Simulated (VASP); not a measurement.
# As2Pt (Pa-3) in VASP: single point with r2SCAN

Aim: the single point of As2Pt with r2SCAN.

All numbers are computed with VASP 6.6.1; they aren't measurements. Logs are shortened: lines on timing, memory, paths and dates and some standing lists are left out, and cuts for length are marked.

### 1 The cell of the first run

It takes space group Pa-3 (No. 205, cubic). The conventional cell has a = 6.127 Å, b = 6.127 Å, c = 6.127 Å, α = 90.00°, β = 90.00°, γ = 90.00°. Within 3.2 Å of As (site symmetry 3) lie 1 As at 2.46 Å and 3 Pt at 2.56 Å. Within 3.4 Å of Pt (site symmetry -3) lie 6 As at 2.56 Å.

### 2 Single point, r2SCAN (19.17 Å³/atom)

Input file POSCAR:

```
As2Pt
1.0
    6.1272406508      0.0000000000      0.0000000000
    0.0000000000      6.1272406508      0.0000000000
    0.0000000000      0.0000000000      6.1272406508
As Pt
8 4
Direct
    0.3840512993      0.3840512993      0.3840512993
    0.1159487007      0.6159487007      0.8840512993
    0.8840512993      0.1159487007      0.6159487007
    0.6159487007      0.8840512993      0.1159487007
    0.6159487007      0.6159487007      0.6159487007
    0.8840512993      0.3840512993      0.1159487007
    0.1159487007      0.8840512993      0.3840512993
    0.3840512993      0.1159487007      0.8840512993
    0.0000000000      0.0000000000      0.0000000000
    0.5000000000      0.0000000000      0.5000000000
    0.5000000000      0.5000000000      0.0000000000
    0.0000000000      0.5000000000      0.5000000000
```

Input file INCAR.step1:

```
  ALGO = Normal
  EDIFF = 1E-5
  ENCUT = 550
  GGA = PE
  GGA_COMPAT = F
  ISMEAR = 0
  LASPH = T
  LCHARG = F
  LREAL = F
  LWAVE = T
  NBANDS = 52
  NELM = 120
  PREC = Accurate
  SIGMA = 0.01
```

Input file INCAR.step2:

```
  ALGO = Normal
  EDIFF = 1E-6
  ENCUT = 550
  GGA_COMPAT = F
  ISIF = 2
  ISMEAR = 0
  ISTART = 1
  LASPH = T
  LCHARG = F
  LMIXTAU = T
  LREAL = F
  LWAVE = F
  METAGGA = R2SCAN
  NBANDS = 52
  NELM = 120
  PREC = Accurate
  SIGMA = 0.01
```

Input file KPOINTS:

```
k-points
0
Gamma
  4 4 4
```

Potentials or basis: VASP PAW PBE potentials, release 64 (As, Pt).

On the command line:

```console
$ cat potpaw_PBE.64/As/POTCAR potpaw_PBE.64/Pt/POTCAR > POTCAR
$ cp INCAR.step1 INCAR
$ mpirun -np 1 vasp_std > vasp.out
$ cp INCAR.step2 INCAR
$ mpirun -np 1 vasp_std > vasp.out
```

OUTCAR:

```text
EDIFF = 1E-6
   ENCUT = 550
   ISIF = 2
   ISMEAR = 0
   ISTART = 1
   LASPH = T
   LREAL = F
   METAGGA = R2SCAN
   NELM = 120
   PREC = Accurate

 ion  position               nearest neighbor table
   1  0.384  0.384  0.384-   5 2.46  10 2.56  11 2.56  12 2.56
   2  0.116  0.616  0.884-   6 2.46   9 2.56  11 2.56  12 2.56
   3  0.884  0.116  0.616-   7 2.46   9 2.56  10 2.56  12 2.56
   4  0.616  0.884  0.116-   8 2.46   9 2.56  10 2.56  11 2.56
   5  0.616  0.616  0.616-   1 2.46  10 2.56  11 2.56  12 2.56
   6  0.884  0.384  0.116-   2 2.46   9 2.56  11 2.56  12 2.56
   7  0.116  0.884  0.384-   3 2.46   9 2.56  10 2.56  12 2.56
   8  0.384  0.116  0.884-   4 2.46   9 2.56  10 2.56  11 2.56
   9  0.000  0.000  0.000-   2 2.56   3 2.56   4 2.56   6 2.56   7 2.56   8 2.56
  10  0.500  0.000  0.500-   1 2.56   3 2.56   4 2.56   5 2.56   7 2.56   8 2.56
  11  0.500  0.500  0.000-   1 2.56   2 2.56   4 2.56   5 2.56   6 2.56   8 2.56
  12  0.000  0.500  0.500-   1 2.56   2 2.56   3 2.56   5 2.56   6 2.56   7 2.56

  LATTYP: Found a simple cubic cell.
 ALAT       =     6.1272406508

  Lattice vectors:

 A1 = (   6.1272406508,   0.0000000000,   0.0000000000)
 A2 = (   0.0000000000,   6.1272406508,   0.0000000000)
 A3 = (   0.0000000000,   0.0000000000,   6.1272406508)

Analysis of symmetry for initial positions (statically):
=====================================================================
 Subroutine PRICEL returns:
 Original cell was already a primitive cell.

 Routine SETGRP: Setting up the symmetry group for a
 simple cubic supercell.

 Subroutine GETGRP returns: Found 24 space group operations
 (whereof  6 operations were pure point group operations)
 out of a pool of 48 trial point group operations.

The static configuration has the point symmetry S_6 .
 The point group associated with its full space group is T_h .

Analysis of symmetry for dynamics (positions and initial velocities):
=====================================================================
 Subroutine PRICEL returns:
 Original cell was already a primitive cell.

 Routine SETGRP: Setting up the symmetry group for a
 simple cubic supercell.

 Subroutine GETGRP returns: Found 24 space group operations
 (whereof  6 operations were pure point group operations)
 out of a pool of 48 trial point group operations.

The dynamic configuration has the point symmetry S_6 .
 The point group associated with its full space group is T_h .

 Subroutine INISYM returns: Found 24 space group operations
 (whereof  6 operations are pure point group operations),
 and found     1 'primitive' translations

----------------------------------------------------------------------------------------

                                     Primitive cell

  volume of cell :     230.0355

  direct lattice vectors                    reciprocal lattice vectors
     6.127240651  0.000000000  0.000000000     0.163205602  0.000000000  0.000000000
     0.000000000  6.127240651  0.000000000     0.000000000  0.163205602  0.000000000
     0.000000000  0.000000000  6.127240651     0.000000000  0.000000000  0.163205602

  length of vectors
     6.127240651  6.127240651  6.127240651     0.163205602  0.163205602  0.163205602

  position of ions in fractional coordinates (direct lattice)
     0.384051299  0.384051299  0.384051299
     0.115948701  0.615948701  0.884051299
     0.884051299  0.115948701  0.615948701
     0.615948701  0.884051299  0.115948701
     0.615948701  0.615948701  0.615948701
     0.884051299  0.384051299  0.115948701
     0.115948701  0.884051299  0.384051299
     0.384051299  0.115948701  0.884051299
     0.000000000  0.000000000  0.000000000
     0.500000000  0.000000000  0.500000000
     0.500000000  0.500000000  0.000000000
     0.000000000  0.500000000  0.500000000

  ion indices of the primitive-cell ions
   primitive index   ion index
                 1           1
                 2           2
                 3           3
                 4           4
                 5           5
                 6           6
                 7           7
                 8           8
                 9           9
                10          10
                11          11
                12          12

----------------------------------------------------------------------------------------

 KPOINTS: k-points

Automatic generation of k-mesh.
 Grid dimensions read from file:
 generate k-points for:    4    4    4

 Generating k-lattice:

  Cartesian coordinates                     Fractional coordinates (reciprocal lattice)
     0.040801401  0.000000000  0.000000000     0.250000000  0.000000000  0.000000000
     0.000000000  0.040801401  0.000000000     0.000000000  0.250000000  0.000000000
     0.000000000  0.000000000  0.040801401     0.000000000  0.000000000  0.250000000

  Length of vectors
     0.040801401  0.040801401  0.040801401

  Shift w.r.t. Gamma in fractional coordinates (k-lattice)
     0.000000000  0.000000000  0.000000000

 Subroutine IBZKPT returns following result:
 ===========================================

 Found     11 irreducible k-points:

 Following reciprocal coordinates:
            Coordinates               Weight
  0.000000  0.000000  0.000000      1.000000
  0.250000  0.000000  0.000000      6.000000
  0.500000  0.000000  0.000000      3.000000
  0.250000  0.250000  0.000000     12.000000
  0.500000  0.250000  0.000000      6.000000
 -0.250000  0.500000  0.000000      6.000000
  0.500000  0.500000  0.000000      3.000000
  0.250000  0.250000  0.250000      8.000000
  0.500000  0.250000  0.250000     12.000000
  0.500000  0.500000  0.250000      6.000000
  0.500000  0.500000  0.500000      1.000000
   k-points           NKPTS =     11   k-points in BZ     NKDIM =     11   number of bands    NBANDS=     52
   number of dos      NEDOS =    301   number of ions     NIONS =     12
   total plane-waves  NPLWV = 110592
   dimension x,y,z NGX =    48 NGY =   48 NGZ =   48
   dimension x,y,z NGXF=    96 NGYF=   96 NGZF=   96
   ions per type =               8   4
   NGX,Y,Z   is equivalent  to a cutoff of  13.02, 13.02, 13.02 a.u.
   NGXF,Y,Z  is equivalent  to a cutoff of  26.05, 26.05, 26.05 a.u.
 SYSTEM =  unknown system
   PREC   = accura    normal or accurate (medium, high low for compatibility)
   ISTART =      1    job   : 0-new  1-cont  2-samecut
   ICHARG =      0    charge: 1-file 2-atom 10-const
   ISPIN  =      1    spin polarized calculation?
   LNONCOLLINEAR =      F non collinear calculations
   LSORBIT =      F    spin-orbit coupling
   LASPH  =      T    aspherical Exc in radial PAW
   ENCUT  =  550.0 eV  40.42 Ry    6.36 a.u.  11.72 11.72 11.72*2*pi/ulx,y,z
   NELM   =    120;   NELMIN=  2; NELMDL=  0     # of ELM steps
   EDIFF  = 0.1E-05   stopping-criterion for ELM
   LREAL  =      F    real-space projection
   EDIFFG = 0.1E-04   stopping-criterion for IOM
   NSW    =      0    number of steps for IOM
   IBRION =     -1    ionic relax: 0-MD 1-quasi-New 2-CG
   NFREE  =      0    steps in history (QN), initial steepest desc. (CG)
   ISIF   =      2    stress and relaxation
   ISYM   =      2    0-nonsym 1-usesym 2-fastsym
   POTIM  = 0.5000    time-step for ionic-motion
   TEBEG  =    0.0;   TEEND  =   0.0 temperature during run
   PSTRESS=    0.0 pullay stress
   NELECT =      80.0000    total number of electrons
   NUPDOWN=      -1.0000    fix difference up-down
   EMIN   =  10.00;   EMAX   =-10.00  energy-range for DOS
   EFERMI =   0.00;   METHOD = LEGACY
   ISMEAR =     0;   SIGMA  =   0.01  broadening in eV -4-tet -1-fermi 0-gaus
   EFERMI_NEDOS =   21; number of points for ismear=-14 and -15
   IALGO  =     38    algorithm
   IMIX   =      4    mixing-type and parameters
     AMIX     =   0.40;   BMIX     =  1.00
     AMIX_MAG =   1.60;   BMIX_MAG =  1.00
  volume/ion in A,a.u.               =      19.17       129.36
  Fermi-wavevector in a.u.,A,eV,Ry     =   1.151259  2.175565 18.033140  1.325398
  Thomas-Fermi vector in A             =   2.287918
   LORBIT       =      0    0 simple, 1 ext, 2 COOP (PROOUT), +10 PAW based schemes
   METAGGA = R2SCAN    functional components
   LHFCALC =     F    Hartree Fock is set to
   AEXX    =    0.0000 exact exchange contribution
   IVDW    =     0    specifies the selected vdW correction
   LEPSILON=     F    determine dielectric tensor
   LRPA    =     F    only Hartree local field effects (RPA)
 non-spin polarized calculation
 Gauss-broadening in eV      SIGMA  =   0.01
  energy-cutoff  :      550.00
  volume of cell :      230.04
 maximum number of plane-waves:      6816
 NGX is ok and might be reduce to    48
   NGX = 23   NGY = 23   NGZ = 23

 number of electron      79.9999996 magnetization

 Free energy of the ion-electron system (eV)
  ---------------------------------------------------
  ext. energy  EPLUGINS =         0.00000000
  ---------------------------------------------------
  free energy    TOTEN  =      -330.55350346 eV

  energy without entropy =     -330.55350346  energy(sigma->0) =     -330.55350346

 E-fermi :   6.1772     XC(G=0): -11.5947

 val. band max:        6.0829432900   @ k =   0.2500   0.0000   0.0000
 cond. band min:       6.4756363532   @ k =   0.5000   0.5000   0.5000
 fundamental gap:      0.3926930632
 Fermi energy:         6.1771919143

 k-point     1 :       0.0000    0.0000    0.0000
  band No.  band energies     occupation
      1      -7.8868      2.00000
      2      -6.0213      2.00000
      3      -6.0213      2.00000
      4      -6.0213      2.00000
      5      -3.7844      2.00000
      6      -3.7844      2.00000
[... 44 lines left out ...]
     51      11.4252      0.00000
     52      11.4252      0.00000
[... 548 lines left out ...]
     51      10.4711      0.00000
     52      10.4711      0.00000

------------------------ aborting loop because EDIFF is reached ----------------------------------------

  FORCE on cell =-STRESS in cart. coord.  units (eV):
  Direction    XX          YY          ZZ          XY          YZ          ZX
  --------------------------------------------------------------------------------------
  -------------------------------------------------------------------------------------
  Total      -11.1756502    -11.1756502    -11.1756502     -0.0000000      0.0000000      0.0000000
  in kB      -77.8374442    -77.8374442    -77.8374442     -0.0000000      0.0000000      0.0000000
  external PRESSURE =     -77.8374442 kB  Pullay stress =       0.0000000 kB

 VOLUME and BASIS-vectors are now :
 -----------------------------------------------------------------------------
  energy-cutoff  :      550.00
  volume of cell :      230.04
      direct lattice vectors                 reciprocal lattice vectors
     6.127240651  0.000000000  0.000000000     0.163205602  0.000000000  0.000000000
     0.000000000  6.127240651  0.000000000     0.000000000  0.163205602  0.000000000
     0.000000000  0.000000000  6.127240651     0.000000000  0.000000000  0.163205602

 POSITION                                       TOTAL-FORCE (eV/Angst)
 -----------------------------------------------------------------------------------
      2.35317      2.35317      2.35317         0.044008      0.044008      0.044008
      0.71045      3.77407      5.41680        -0.044008     -0.044008      0.044008
      5.41680      0.71045      3.77407         0.044008     -0.044008     -0.044008
      3.77407      5.41680      0.71045        -0.044008      0.044008     -0.044008
      3.77407      3.77407      3.77407        -0.044008     -0.044008     -0.044008
      5.41680      2.35317      0.71045         0.044008      0.044008     -0.044008
      0.71045      5.41680      2.35317        -0.044008      0.044008      0.044008
      2.35317      0.71045      5.41680         0.044008     -0.044008      0.044008
      0.00000      0.00000      0.00000         0.000000     -0.000000     -0.000000
      3.06362      0.00000      3.06362         0.000000     -0.000000     -0.000000
      3.06362      3.06362      0.00000         0.000000     -0.000000     -0.000000
      0.00000      3.06362      3.06362         0.000000     -0.000000     -0.000000
 -----------------------------------------------------------------------------------
    total drift:                                0.000000      0.000000     -0.000000

  FREE ENERGIE OF THE ION-ELECTRON SYSTEM (eV)
  ---------------------------------------------------
  free  energy   TOTEN  =      -330.5535034598 eV

  energy  without entropy=     -330.5535034598  energy(sigma->0) =     -330.55350346
```

It took 6.3 min on 1 thread of Intel Xeon Platinum 8259CL at 2.50GHz (Skylake/Cascade Lake), shared host; peak memory 0.42 GiB.

Results:

```yaml
Free_energy: -330.5535 eV
Pressure: -7.8 GPa
Largest_force: 0.076 eV/Å
Band_gap_on_the_k_mesh: 0.39 eV (least direct gap 0.78 eV)
```

Forces in eV/Å, atoms in the order of the input:
```
As   0.044  0.044  0.044
As  -0.044 -0.044  0.044
As   0.044 -0.044 -0.044
As  -0.044  0.044 -0.044
As  -0.044 -0.044 -0.044
As   0.044  0.044 -0.044
As  -0.044  0.044  0.044
As   0.044 -0.044  0.044
Pt   0.000  0.000  0.000
Pt   0.000  0.000  0.000
Pt   0.000  0.000  0.000
Pt   0.000  0.000  0.000
```

Caveat: the cell stands under tension; the PAW data sets were made with another functional, which shifts forces and pressure a little; spin-orbit coupling is left out, which moves the levels of the heavy elements.
